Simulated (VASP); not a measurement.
# CsCl (Pm-3m) in VASP: a series of runs

Runs on CsCl. Level: LDA. Tasks: elastic constants.

Program: VASP 6.6.1. These are calculated values, not measurements. Logs are shortened: lines on timing, memory, paths and dates and some standing lists are left out, and cuts for length are marked.

### 1 The cell of the first run

Symmetry: Pm-3m, No. 221, cubic system. The conventional cell has a = 3.788 Å, b = 3.788 Å, c = 3.788 Å, α = 90.00°, β = 90.00°, γ = 90.00°. Cs (site symmetry m-3m) has 8 Cl at 3.28 Å and 6 Cs at 3.79 Å within 4.3 Å. Cl (site symmetry m-3m) has 8 Cs at 3.28 Å and 6 Cl at 3.79 Å within 4.3 Å.

### 2 Elastic constants, LDA

File INCAR:

```
SYSTEM = CsCl
PREC = Accurate
ENCUT = 500
EDIFF = 1E-8
ISMEAR = 0
SIGMA = 0.01
LREAL = .FALSE.
LASPH = .TRUE.
NELM = 120
ALGO = Normal
ISIF = 3
LWAVE = .FALSE.
LCHARG = .FALSE.
GGA = CA
NBANDS = 15
IBRION = 6
NFREE = 2
POTIM = 0.015
NSW = 1
GGA_COMPAT = .FALSE.
```

File KPOINTS:

```
regular mesh
0
G
  6 6 6
  0 0 0
```

File POSCAR:

```
CsCl
1.0
    3.7881794895      0.0000000000      0.0000000000
    0.0000000000      3.7881794895      0.0000000000
    0.0000000000      0.0000000000      3.7881794895
Cs Cl
1 1
Direct
    0.0000000000      0.0000000000      0.0000000000
    0.5000000000      0.5000000000      0.5000000000
```

Potentials or basis: VASP PAW LDA potentials, release 64 (Cs_sv, Cl).

On the command line:

```
cat potpaw_LDA.64/Cs_sv/POTCAR potpaw_LDA.64/Cl/POTCAR > POTCAR
mpirun -np 1 vasp_std > vasp.out
```

OUTCAR:

```text
SYSTEM = CsCl
   PREC = Accurate
   ENCUT = 500
   EDIFF = 1E-8
   ISMEAR = 0
   LREAL = .FALSE.
   LASPH = .TRUE.
   NELM = 120
   ISIF = 3
   GGA = CA
   IBRION = 6
   NFREE = 2
   POTIM = 0.015
   NSW = 1

 ion  position               nearest neighbor table
   1  0.000  0.000  0.000-
   2  0.500  0.500  0.500-

  LATTYP: Found a simple cubic cell.
 ALAT       =     3.7881794895

  Lattice vectors:

 A1 = (   3.7881794895,   0.0000000000,   0.0000000000)
 A2 = (   0.0000000000,   3.7881794895,   0.0000000000)
 A3 = (   0.0000000000,   0.0000000000,   3.7881794895)

Analysis of symmetry for initial positions (statically):
=====================================================================
 Subroutine PRICEL returns:
 Original cell was already a primitive cell.

 Routine SETGRP: Setting up the symmetry group for a
 simple cubic supercell.

 Subroutine GETGRP returns: Found 48 space group operations
 (whereof 48 operations were pure point group operations)
 out of a pool of 48 trial point group operations.

The static configuration has the point symmetry O_h .

Analysis of symmetry for dynamics (positions and initial velocities):
=====================================================================
 Subroutine PRICEL returns:
 Original cell was already a primitive cell.

 Routine SETGRP: Setting up the symmetry group for a
 simple cubic supercell.

 Subroutine GETGRP returns: Found 48 space group operations
 (whereof 48 operations were pure point group operations)
 out of a pool of 48 trial point group operations.

The dynamic configuration has the point symmetry O_h .

 Subroutine INISYM returns: Found 48 space group operations
 (whereof 48 operations are pure point group operations),
 and found     1 'primitive' translations

----------------------------------------------------------------------------------------

                                     Primitive cell

  volume of cell :      54.3615

  direct lattice vectors                    reciprocal lattice vectors
     3.788179490  0.000000000  0.000000000     0.263979044  0.000000000  0.000000000
     0.000000000  3.788179490  0.000000000     0.000000000  0.263979044  0.000000000
     0.000000000  0.000000000  3.788179490     0.000000000  0.000000000  0.263979044

  length of vectors
     3.788179490  3.788179490  3.788179490     0.263979044  0.263979044  0.263979044

  position of ions in fractional coordinates (direct lattice)
     0.000000000  0.000000000  0.000000000
     0.500000000  0.500000000  0.500000000

  ion indices of the primitive-cell ions
   primitive index   ion index
                 1           1
                 2           2

----------------------------------------------------------------------------------------

 KPOINTS: regular mesh

Automatic generation of k-mesh.
 Grid dimensions read from file:
 generate k-points for:    6    6    6

 Generating k-lattice:

  Cartesian coordinates                     Fractional coordinates (reciprocal lattice)
     0.043996507  0.000000000  0.000000000     0.166666667  0.000000000  0.000000000
     0.000000000  0.043996507  0.000000000     0.000000000  0.166666667  0.000000000
     0.000000000  0.000000000  0.043996507     0.000000000  0.000000000  0.166666667

  Length of vectors
     0.043996507  0.043996507  0.043996507

  Shift w.r.t. Gamma in fractional coordinates (k-lattice)
     0.000000000  0.000000000  0.000000000

 Subroutine IBZKPT returns following result:
 ===========================================

 Found     20 irreducible k-points:

 Following reciprocal coordinates:
            Coordinates               Weight
  0.000000  0.000000  0.000000      1.000000
  0.166667  0.000000  0.000000      6.000000
  0.333333  0.000000  0.000000      6.000000
  0.500000  0.000000  0.000000      3.000000
  0.166667  0.166667  0.000000     12.000000
  0.333333  0.166667  0.000000     24.000000
[... 12 lines left out ...]
  0.500000  0.500000  0.333333      6.000000
  0.500000  0.500000  0.500000      1.000000
[... 40 lines left out ...]
  Fermi-wavevector in a.u.,A,eV,Ry     =   1.088974  2.057863 16.134672  1.185865
  Thomas-Fermi vector in A             =   2.225167
   LORBIT       =      0    0 simple, 1 ext, 2 COOP (PROOUT), +10 PAW based schemes
   GGA     = CA    functional components
   LHFCALC =     F    Hartree Fock is set to
   AEXX    =    0.0000 exact exchange contribution
   IVDW    =     0    specifies the selected vdW correction
   LEPSILON=     F    determine dielectric tensor
   LRPA    =     F    only Hartree local field effects (RPA)
 finite differences with symmetry
 non-spin polarized calculation
 Gauss-broadening in eV      SIGMA  =   0.01
  energy-cutoff  :      500.00
  volume of cell :       54.36
 maximum number of plane-waves:      1409
 NGX is ok and might be reduce to    28
   NGX = 13   NGY = 13   NGZ = 13

--------------------------------------- Ionic step        1  -------------------------------------------

 number of electron      16.0000002 magnetization

 Free energy of the ion-electron system (eV)
  ---------------------------------------------------
  ext. energy  EPLUGINS =         0.00000000
  ---------------------------------------------------
  free energy    TOTEN  =        -7.18753202 eV

  energy without entropy =       -7.18753202  energy(sigma->0) =       -7.18753202

------------------------ aborting loop because EDIFF is reached ----------------------------------------

  FORCE on cell =-STRESS in cart. coord.  units (eV):
  Direction    XX          YY          ZZ          XY          YZ          ZX
  --------------------------------------------------------------------------------------
  -------------------------------------------------------------------------------------
  Total        1.7793928      1.7793928      1.7793928     -0.0000000     -0.0000000     -0.0000000
  in kB       52.4433904     52.4433904     52.4433904     -0.0000000     -0.0000000     -0.0000000
  external PRESSURE =      52.4433904 kB  Pullay stress =       0.0000000 kB
[... 89 lines left out ...]
  FREE ENERGIE OF THE ION-ELECTRON SYSTEM (eV)
  ---------------------------------------------------
  free  energy   TOTEN  =        -7.1580065535 eV

  energy  without entropy=       -7.1580065535  energy(sigma->0) =       -7.15800655

[... ionic steps 4 to 14 ...]

--------------------------------------- Ionic step       15  -------------------------------------------

 number of electron      16.0000000 magnetization

------------------------ aborting loop because EDIFF is reached ----------------------------------------
[... 67 lines left out ...]
--------------------------------------- Ionic step       17  -------------------------------------------

 number of electron      16.0000003 magnetization

 Free energy of the ion-electron system (eV)
  ---------------------------------------------------
  ext. energy  EPLUGINS =         0.00000000
  ---------------------------------------------------
  free energy    TOTEN  =        -7.18723898 eV

  energy without entropy =       -7.18723898  energy(sigma->0) =       -7.18723898

 E-fermi :   1.3170     XC(G=0):  -9.7515

 val. band max:        1.2581651873   @ k =   0.0000   0.0000   0.0000
 cond. band min:       5.8958349993   @ k =   0.0000   0.0000   0.0000
 fundamental gap:      4.6376698120
 Fermi energy:         1.3169836949

 k-point     1 :       0.0000    0.0000    0.0000
  band No.  band energies     occupation
      1     -18.0603      2.00000
      2     -11.2944      2.00000
      3      -4.2991      2.00000
      4      -4.2991      2.00000
      5      -4.2989      2.00000
      6       1.2576      2.00000
      7       1.2582      2.00000
      8       1.2582      2.00000
      9       5.8958      0.00000
     10       5.8969      0.00000
     11       7.5040      0.00000
     12      11.9588      0.00000
     13      11.9595      0.00000
     14      11.9595      0.00000
[... 401 lines left out ...]
      2     -11.3818      2.00000
      3      -4.7590      2.00000
      4      -4.2734      2.00000
      5      -4.1317      2.00000
      6       0.3180      2.00000
      7       1.0147      2.00000
      8       1.0983      2.00000
      9       6.7000      0.00000
     10       7.4152      0.00000
     11       8.6980      0.00000
     12      10.9330      0.00000
     13      11.3505      0.00000
     14      12.7944      0.00000
     15      14.0615      0.00000

 [... further k-points ...]

------------------------ aborting loop because EDIFF is reached ----------------------------------------

  FORCE on cell =-STRESS in cart. coord.  units (eV):
  Direction    XX          YY          ZZ          XY          YZ          ZX
  --------------------------------------------------------------------------------------
  -------------------------------------------------------------------------------------
  Total        1.7793742      1.7807193      1.7807193      0.0000000      0.0000000      0.0000000
  in kB       52.4428444     52.4824871     52.4824871      0.0000000      0.0000000      0.0000000
  external PRESSURE =      52.4692729 kB  Pullay stress =       0.0000000 kB
[... 17 lines left out ...]
  FREE ENERGIE OF THE ION-ELECTRON SYSTEM (eV)
  ---------------------------------------------------
  free  energy   TOTEN  =        -7.1872389780 eV

  energy  without entropy=       -7.1872389780  energy(sigma->0) =       -7.18723898

 INTERNAL STRAIN TENSORS FROM STRAINED CELLS
 ============================================

 INTERNAL STRAIN TENSOR FOR ION    1 for displacements in x,y,z  (eV/Angst):
          X           Y           Z          XY          YZ          ZX
  --------------------------------------------------------------------------------
  x     0.00000     0.00000     0.00000     0.00000     0.00000     0.00000
  y     0.00000     0.00000     0.00000     0.00000     0.00000     0.00000
  z     0.00000     0.00000     0.00000     0.00000     0.00000     0.00000

 INTERNAL STRAIN TENSORS FROM DISPLACED ATOMS
 ============================================

 INTERNAL STRAIN TENSOR FOR ION    1 for displacements in x,y,z  (eV/Angst):
          X           Y           Z          XY          YZ          ZX
  --------------------------------------------------------------------------------
  x     0.00000     0.00000     0.00000     0.00000     0.00000     0.00000
  y     0.00000     0.00000     0.00000     0.00000     0.00000     0.00000
  z     0.00000     0.00000     0.00000     0.00000     0.00000     0.00000

 INTERNAL STRAIN TENSOR FOR ION    2 for displacements in x,y,z  (eV/Angst):
          X           Y           Z          XY          YZ          ZX
  --------------------------------------------------------------------------------
  x     0.00000     0.00000     0.00000     0.00000     0.00000     0.00000
  y     0.00000     0.00000     0.00000     0.00000     0.00000     0.00000
  z     0.00000     0.00000     0.00000     0.00000     0.00000     0.00000

 Eigenvectors and eigenvalues of the dynamical matrix
 ----------------------------------------------------

   1 f  =    4.780496 THz    30.036741 2PiTHz  159.460178 cm-1    19.770533 meV
             X         Y         Z           dx          dy          dz
      0.000000  0.000000  0.000000    -0.459683    0.000000    0.000000
      1.894090  1.894090  1.894090     0.888083    0.000000    0.000000
[... 21 lines left out ...]
   6 f/i=    0.004228 THz     0.026564 2PiTHz    0.141024 cm-1     0.017485 meV
             X         Y         Z           dx          dy          dz
      0.000000  0.000000  0.000000     0.000000    0.000000    0.888083
      1.894090  1.894090  1.894090     0.000000    0.000000    0.459683

--------------------------------------------------------------------------------------------------------

 ELASTIC MODULI CONTR FROM IONIC RELAXATION (kBar)
 Direction    XX          YY          ZZ          XY          YZ          ZX
 --------------------------------------------------------------------------------
 XX           0.0000      0.0000      0.0000      0.0000      0.0000      0.0000
 YY           0.0000      0.0000      0.0000      0.0000      0.0000      0.0000
 ZZ           0.0000      0.0000      0.0000      0.0000      0.0000      0.0000
 XY           0.0000      0.0000      0.0000      0.0000      0.0000      0.0000
 YZ           0.0000      0.0000      0.0000      0.0000      0.0000      0.0000
 ZX           0.0000      0.0000      0.0000      0.0000      0.0000      0.0000
 --------------------------------------------------------------------------------

 TOTAL ELASTIC MODULI (kBar)
 Direction    XX          YY          ZZ          XY          YZ          ZX
 --------------------------------------------------------------------------------
 XX         671.5259    337.0280    337.0280      0.0000      0.0000     -0.0000
 YY         337.0280    671.5259    337.0280      0.0000      0.0000     -0.0000
 ZZ         337.0280    337.0280    671.5259      0.0000     -0.0000     -0.0000
 XY           0.0000      0.0000      0.0000    315.6678      0.0000      0.0000
 YZ           0.0000      0.0000     -0.0000      0.0000    315.6678      0.0000
 ZX          -0.0000     -0.0000     -0.0000      0.0000      0.0000    315.6678
 --------------------------------------------------------------------------------
```

Run time: 7.8 min. Hardware: 1 thread of Oxide Virtual Turin-like, shared host; peak memory 0.2 GiB.

Results:

```yaml
Elastic_constants_C11_C12_C44: 67, 34, 32 GPa
Voigt_bulk_modulus: 45 GPa
Highest_phonon_frequency_at_Γ_LO-TO_splitting_left_out: 159 cm⁻¹
```

Phonon frequencies in cm⁻¹ (negative: imaginary):
| q point | frequencies |
| --- | --- |
| (0.000, 0.000, 0.000) | 0 0 0 159 159 159 |

Elastic tensor in Voigt notation (GPa, in the Cartesian axes of the cell as first typed):
```
67 34 34  0  0  0
34 67 34  0  0  0
34 34 67  0  0  0
 0  0  0 32  0  0
 0  0  0  0 32  0
 0  0  0  0  0 32
```

Clamped-ion elastic tensor (GPa):
```
67 34 34  0  0  0
34 67 34  0  0  0
34 34 67  0  0  0
 0  0  0 32  0  0
 0  0  0  0 32  0
 0  0  0  0  0 32
```

Caveat: the cell is under stress, which shifts elastic constants; spin-orbit coupling is left out, which moves the levels of the heavy elements.

(Continued in part 2 of 2.)
